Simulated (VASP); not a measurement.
# KRu (P4/nmm) in VASP: a series of runs

The runs below take KRu through single point, relaxation of cell and atoms, with PBE.

Program: VASP 6.6.1. These are calculated values, not measurements. Logs are shortened: lines on timing, memory, paths and dates and some standing lists are left out, and cuts for length are marked.

## 1. The cell of the first run

Symmetry: P4/nmm, No. 129, tetragonal system. The conventional cell has a = 4.341 Å, b = 4.341 Å, c = 5.485 Å, α = 90.00°, β = 90.00°, γ = 90.00°. Within 3.3 Å of K (site symmetry 4mm) lie 4 Ru at 2.52 Å. Ru (site symmetry -4m2) has 4 K at 2.52 Å and 4 Ru at 3.07 Å within 3.3 Å.

## 2. Single point, PBE

The input, INCAR:

```
SYSTEM = KRu
PREC     = Accurate       ! precision mode
ENCUT    = 520            ! plane-wave cutoff, eV
EDIFF    = 1E-6           ! SCF threshold, eV
ISMEAR   = 0              ! smearing method
SIGMA    = 0.1            ! smearing width, eV
LREAL    = .False.        ! projectors in reciprocal space
LASPH    = .True.         ! aspherical terms in the spheres
NELM     = 80             ! most SCF steps
ALGO     = Fast           ! electronic algorithm
ISIF     = 2              ! what is computed and relaxed
LWAVE    = .False.        ! write WAVECAR
LCHARG   = .False.        ! write CHGCAR
GGA      = PE             ! functional
NBANDS   = 31             ! bands
```

The input, KPOINTS:

```
regular mesh
0
Gamma
  4 4 4
  0 0 0
```

The input, POSCAR:

```
KRu
1.0
    4.3411625939      0.0000000000      0.0000000000
    0.0000000000      4.3411625939      0.0000000000
    0.0000000000      0.0000000000      5.4854364298
K Ru
2 2
Direct
    0.0000000000      0.5000000000      0.2351000000
    0.5000000000      0.0000000000      0.7649000000
    0.0000000000      0.0000000000      0.0000000000
    0.5000000000      0.5000000000      0.0000000000
```

Potentials or basis: VASP PAW PBE potentials, release 64 (K_sv, Ru_pv).

The run is started by

```
$ cat potpaw_PBE.64/K_sv/POTCAR potpaw_PBE.64/Ru_pv/POTCAR > POTCAR
$ mpirun -np 1 vasp_std > vasp.out
```

OUTCAR:

```text
SYSTEM = KRu
   PREC = Accurate
   ENCUT = 520
   EDIFF = 1E-6
   ISMEAR = 0
   LREAL = .False.
   LASPH = .True.
   NELM = 80
   ISIF = 2
   GGA = PE

 ion  position               nearest neighbor table
   1  0.000  0.500  0.235-   3 2.52   4 2.52   3 2.52   4 2.52
   2  0.500  0.000  0.765-   3 2.52   4 2.52   4 2.52   3 2.52
   3  0.000  0.000  0.000-   1 2.52   2 2.52   1 2.52   2 2.52   4 3.07   4 3.07   4 3.07   4 3.07

   4  0.500  0.500  0.000-   1 2.52   2 2.52   2 2.52   1 2.52   3 3.07   3 3.07   3 3.07   3 3.07

  LATTYP: Found a simple tetragonal cell.
 ALAT       =     4.3411625939
 C/A-ratio  =     1.2635869565

  Lattice vectors:

 A1 = (   4.3411625939,   0.0000000000,   0.0000000000)
 A2 = (   0.0000000000,   4.3411625939,   0.0000000000)
 A3 = (   0.0000000000,   0.0000000000,   5.4854364298)

Analysis of symmetry for initial positions (statically):
=====================================================================
 Subroutine PRICEL returns:
 Original cell was already a primitive cell.

 Routine SETGRP: Setting up the symmetry group for a
 simple tetragonal supercell.

 Subroutine GETGRP returns: Found 16 space group operations
 (whereof  8 operations were pure point group operations)
 out of a pool of 16 trial point group operations.

The static configuration has the point symmetry D_2d.
 The point group associated with its full space group is D_4h.

Analysis of symmetry for dynamics (positions and initial velocities):
=====================================================================
 Subroutine PRICEL returns:
 Original cell was already a primitive cell.

 Routine SETGRP: Setting up the symmetry group for a
 simple tetragonal supercell.

 Subroutine GETGRP returns: Found 16 space group operations
 (whereof  8 operations were pure point group operations)
 out of a pool of 16 trial point group operations.

The dynamic configuration has the point symmetry D_2d.
 The point group associated with its full space group is D_4h.

 Subroutine INISYM returns: Found 16 space group operations
 (whereof  8 operations are pure point group operations),
 and found     1 'primitive' translations

----------------------------------------------------------------------------------------

                                     Primitive cell

  volume of cell :     103.3768

[... 84 lines left out ...]
   NELM   =     80;   NELMIN=  2; NELMDL= -5     # of ELM steps
   EDIFF  = 0.1E-05   stopping-criterion for ELM
   LREAL  =      F    real-space projection
   EDIFFG = 0.1E-04   stopping-criterion for IOM
   NSW    =      0    number of steps for IOM
   IBRION =     -1    ionic relax: 0-MD 1-quasi-New 2-CG
   NFREE  =      0    steps in history (QN), initial steepest desc. (CG)
   ISIF   =      2    stress and relaxation
   ISYM   =      2    0-nonsym 1-usesym 2-fastsym
   POTIM  = 0.5000    time-step for ionic-motion
   TEBEG  =    0.0;   TEEND  =   0.0 temperature during run
   PSTRESS=    0.0 pullay stress
   NELECT =      46.0000    total number of electrons
   NUPDOWN=      -1.0000    fix difference up-down
   EMIN   =  10.00;   EMAX   =-10.00  energy-range for DOS
   EFERMI =   0.00;   METHOD = LEGACY
   ISMEAR =     0;   SIGMA  =   0.10  broadening in eV -4-tet -1-fermi 0-gaus
   EFERMI_NEDOS =   21; number of points for ismear=-14 and -15
   IALGO  =     68    algorithm
   IMIX   =      4    mixing-type and parameters
     AMIX     =   0.40;   BMIX     =  1.00
     AMIX_MAG =   1.60;   BMIX_MAG =  1.00
  volume/ion in A,a.u.               =      25.84       174.41
  Fermi-wavevector in a.u.,A,eV,Ry     =   1.249836  2.361847 21.253523  1.562090
  Thomas-Fermi vector in A             =   2.383858
   LORBIT       =      0    0 simple, 1 ext, 2 COOP (PROOUT), +10 PAW based schemes
   GGA     = PE    functional components
   LHFCALC =     F    Hartree Fock is set to
   AEXX    =    0.0000 exact exchange contribution
   IVDW    =     0    specifies the selected vdW correction
   LEPSILON=     F    determine dielectric tensor
   LRPA    =     F    only Hartree local field effects (RPA)
 non-spin polarized calculation
 RMM-DIIS sequential band-by-band and
 Gauss-broadening in eV      SIGMA  =   0.10
  energy-cutoff  :      520.00
  volume of cell :      103.38
 maximum number of plane-waves:      2848
   NGX = 17   NGY = 17   NGZ = 21

 number of electron      46.0000018 magnetization

 Free energy of the ion-electron system (eV)
  ---------------------------------------------------
  ext. energy  EPLUGINS =         0.00000000
  ---------------------------------------------------
  free energy    TOTEN  =        -9.38749887 eV

  energy without entropy =       -9.32320617  energy(sigma->0) =       -9.35535252

 E-fermi :   3.0192     XC(G=0):  -9.1062

 val. band max:        2.9967395335   @ k =   0.5000   0.2500   0.0000
 cond. band min:       3.0192690809   @ k =   0.5000   0.2500   0.2500
 fundamental gap:      0.0225295474
 Fermi energy:         3.0191622084

 k-point     1 :       0.0000    0.0000    0.0000
  band No.  band energies     occupation
      1     -38.5190      2.00000
      2     -38.5190      2.00000
      3     -38.3762      2.00000
      4     -38.3762      2.00000
      5     -38.1826      2.00000
      6     -38.1400      2.00000
[... 601 lines left out ...]
     30       7.0878      0.00000
     31       8.3409      0.00000

------------------------ aborting loop because EDIFF is reached ----------------------------------------

  FORCE on cell =-STRESS in cart. coord.  units (eV):
  Direction    XX          YY          ZZ          XY          YZ          ZX
  --------------------------------------------------------------------------------------
  -------------------------------------------------------------------------------------
  Total        5.4512976      5.4512976      8.7421806      0.0000000      0.0000000     -0.0000000
  in kB       84.4864730     84.4864730    135.4899449      0.0000000      0.0000000     -0.0000000
  external PRESSURE =     101.4876303 kB  Pullay stress =       0.0000000 kB

 VOLUME and BASIS-vectors are now :
 -----------------------------------------------------------------------------
  energy-cutoff  :      520.00
  volume of cell :      103.38
      direct lattice vectors                 reciprocal lattice vectors
     4.341162594  0.000000000  0.000000000     0.230353040  0.000000000  0.000000000
     0.000000000  4.341162594  0.000000000     0.000000000  0.230353040  0.000000000
     0.000000000  0.000000000  5.485436430     0.000000000  0.000000000  0.182300900

 POSITION                                       TOTAL-FORCE (eV/Angst)
 -----------------------------------------------------------------------------------
      0.00000      2.17058      1.28963        -0.000000     -0.000000      3.784307
      2.17058      0.00000      4.19581         0.000000      0.000000     -3.784307
      0.00000      0.00000      0.00000         0.000000     -0.000000      0.000000
      2.17058      2.17058      0.00000        -0.000000      0.000000      0.000000
 -----------------------------------------------------------------------------------
    total drift:                                0.000000     -0.000000     -0.000000

  FREE ENERGIE OF THE ION-ELECTRON SYSTEM (eV)
  ---------------------------------------------------
  free  energy   TOTEN  =        -9.3874988740 eV

  energy  without entropy=       -9.3232061743  energy(sigma->0) =       -9.35535252
```

OSZICAR:

```text
N       E                     dE             d eps       ncg     rms          rms(c)
DAV:   1     0.459175989779E+03    0.45918E+03   -0.25284E+04  1164   0.142E+03
DAV:   2     0.899661351310E+01   -0.45018E+03   -0.43544E+03  1200   0.446E+02
DAV:   3    -0.947707327789E+01   -0.18474E+02   -0.17822E+02  1722   0.819E+01
[... 13 lines left out ...]
RMM:  17    -0.938749111543E+01   -0.84249E-05   -0.65170E-05  1375   0.232E-02    0.808E-03
RMM:  18    -0.938749543065E+01   -0.43152E-05   -0.31467E-05  1170   0.156E-02    0.572E-03
RMM:  19    -0.938749732553E+01   -0.18949E-05   -0.15646E-05  1082   0.110E-02    0.231E-03
RMM:  20    -0.938749835144E+01   -0.10259E-05   -0.82149E-06   939   0.821E-03    0.113E-03
RMM:  21    -0.938749887404E+01   -0.52260E-06   -0.42192E-06   780   0.610E-03
   1 F= -.93874989E+01 E0= -.93553525E+01  d E =-.642927E-01
```

Run time: 55 s. Hardware: 1 thread of Intel Xeon Platinum 8488C (Sapphire Rapids), shared host; peak memory 0.22 GiB.

Results:

```yaml
Free_energy: -9.3875 eV
Pressure: 10.1 GPa
Largest_force: 3.784 eV/Å
Band_gap_on_the_k_mesh: zero (bands 23 and 24 overlap by 0.44 eV)
```

Forces on the atoms (eV/Å):
```
K    0.000  0.000  3.784
K    0.000  0.000 -3.784
Ru   0.000  0.000  0.000
Ru   0.000  0.000  0.000
```

Levels at points of the mesh, in eV from the Fermi level:
```tsv
k point	band 21	band 22	band 23	band 24	band 25	band 26
(0.00, 0.00, 0.00)	-0.52	0.16	0.25	0.25	1.48	2.25
(0.50, 0.00, 0.00)	-0.19	-0.19	-0.09	-0.09	0.26	0.26
(0.50, 0.50, 0.00)	-0.19	-0.19	-0.17	-0.17	2.14	2.14
(0.00, 0.00, 0.50)	-0.31	0.11	0.15	0.28	0.28	1.48
(0.50, 0.00, 0.50)	-0.15	-0.15	-0.11	-0.11	0.47	0.47
(0.50, 0.50, 0.50)	-0.18	-0.18	0.06	0.06	2.93	2.93
```

Caveat: the k points lie up to 0.36 Å⁻¹ apart; forces of over 1 eV/Å act on the atoms, so gaps and moduli don't describe the material at rest.

## 3. Single point, PBE

This run uses another cell than the first one, of 30.67 Å³/atom.

The input, INCAR:

```
SYSTEM = KRu
ALGO = Normal
EDIFF = 1E-7
ENCUT = 520
GGA = PE
ISIF = 2
ISMEAR = 0
LASPH = .True.
LCHARG = .True.
LELF = .True.
LREAL = .False.
LVHAR = .True.
LWAVE = .False.
NBANDS = 31
NELM = 80
PREC = Accurate
SIGMA = 0.1
```

The input, KPOINTS:

```
k-points
0
Gamma
  4 4 4
  0 0 0
```

The input, POSCAR:

```
KRu
1.0
    3.4877561343      0.0000000000      0.0000000000
    0.0000000000      3.4877561343      0.0000000000
    0.0000000000      0.0000000000     10.0843423936
K Ru
2 2
Direct
    0.0000000000      0.5000000000      0.2914714168
    0.5000000000      0.0000000000      0.7085285832
    0.0000000000      0.0000000000      0.0000000000
    0.5000000000      0.5000000000      0.0000000000
```

Potentials or basis: VASP PAW PBE potentials, release 64 (K_sv, Ru_pv).

The run is started by

```
$ cat potpaw_PBE.64/K_sv/POTCAR potpaw_PBE.64/Ru_pv/POTCAR > POTCAR
$ mpirun -np 1 vasp_std > vasp.out
```

Run time: 62 s. Hardware: 1 thread of Intel Xeon Platinum 8488C (Sapphire Rapids), shared host; peak memory 0.26 GiB.

The run converged. Its results:

- Free energy: -17.5070 eV
- Pressure: 0.1 GPa
- Largest force: 0.003 eV/Å
- Band gap on the k mesh: zero (bands 23 and 24 overlap by 2.32 eV)

Forces on the atoms (eV/Å):
```
K    0.000  0.000  0.003
K    0.000  0.000 -0.003
Ru   0.000  0.000  0.000
Ru   0.000  0.000  0.000
```

Stress tensor (GPa, compression positive):
```
0.04 0.00 0.00
0.00 0.04 0.00
0.00 0.00 0.18
```

Levels at points of the mesh, in eV from the Fermi level:
| k point | band 20 | band 21 | band 22 | band 23 | band 24 | band 25 |
| --- | --- | --- | --- | --- | --- | --- |
| (0.00, 0.00, 0.00) | -2.74 | -1.20 | -1.11 | 0.10 | 0.62 | 0.62 |
| (0.50, 0.00, 0.00) | -2.10 | -1.49 | -1.49 | -1.25 | -1.25 | 0.15 |
| (0.50, 0.50, 0.00) | -0.94 | -0.84 | -0.84 | 0.98 | 0.98 | 1.07 |
| (0.00, 0.00, 0.50) | -2.74 | -2.07 | 0.10 | 0.30 | 0.63 | 0.63 |
| (0.50, 0.00, 0.50) | -2.10 | -1.50 | -1.50 | -1.25 | -1.25 | 0.14 |
| (0.50, 0.50, 0.50) | -0.94 | -0.84 | -0.84 | 1.07 | 1.07 | 1.07 |

Caveat: the k points lie up to 0.45 Å⁻¹ apart, too coarse for converged energies and pressures of a metal.

(Continued in part 2 of 2.)

The gap in the log of VASP goes by the Fermi energy; the results here count the filled bands.